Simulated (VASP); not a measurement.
The system is LiF.

```xyz
6
Lattice="4.1499 0.0000 0.0000 -2.0750 3.5939 0.0000 0.0000 0.0000 3.3482" Properties=species:S:1:pos:R:3 pbc="T T T"
Li    2.0750    0.0000    0.0000
Li    1.0375    1.7970    0.0000
Li   -1.0375    1.7970    0.0000
F     0.0000    0.0000    0.0000
F     0.0000    2.3960    1.6741
F     2.0750    1.1980    1.6741
```

```yaml
Program: VASP 6.6.1
Task: relaxation of cell and atoms
Functional: PBE
Potentials_or_basis: VASP PAW PBE potentials, release 64 (Li_sv, F)
Cutoff: 600 eV
k_mesh: 6 × 6 × 6
Occupations: gaussian, width 0.1 eV
Spin: no spin polarisation
```

At the start: pressure 4.7 GPa; volume 8.32 Å³/atom.

**Question.** How do energy, volume and symmetry change on relaxing?

**Answer.** Over 7 steps the energy falls by 356.4 meV/atom and the volume is 8.97 Å³/atom (+7.7 %); space group P6/mmm (No. 191, to 0.1 Å) before and after.

Step by step:
```tsv
step	energy change (eV)	largest force (eV/Å)	pressure (GPa)	volume (Å³)
1	0.0000	0.0000	4.72	49.94
2	-1.5232	0.0000	2.07	51.32
3	-2.1209	0.0000	2.70	51.87
4	-2.1215	0.0000	2.88	51.87
5	-2.1223	0.0000	2.79	51.87
6	-2.1373	0.0000	0.79	53.24
7	-2.1387	0.0000	0.04	53.80
```

Final structure:
```yaml
crystal:
  lattice:
    - [4.74644, 0.00000, 0.00000]
    - [-2.37322, 4.11054, 0.00000]
    - [0.00000, 0.00000, 2.75727]
  atoms:
    - { symbol: Li, position: [0.50000, 0.00000, 0.00000] }
    - { symbol: Li, position: [0.50000, 0.50000, 0.00000] }
    - { symbol: Li, position: [0.00000, 0.50000, 0.00000] }
    - { symbol: F, position: [0.00000, 0.00000, 0.00000] }
    - { symbol: F, position: [0.33333, 0.66667, 0.50000] }
    - { symbol: F, position: [0.66667, 0.33333, 0.50000] }
```

Caveat: the cutoff is under 1.25 times the usual one of these potentials, so pressure, stress and relaxed cells hold a basis-set (Pulay) error; a cell axis changed by over 15 % at a fixed basis, so the end point is rough.
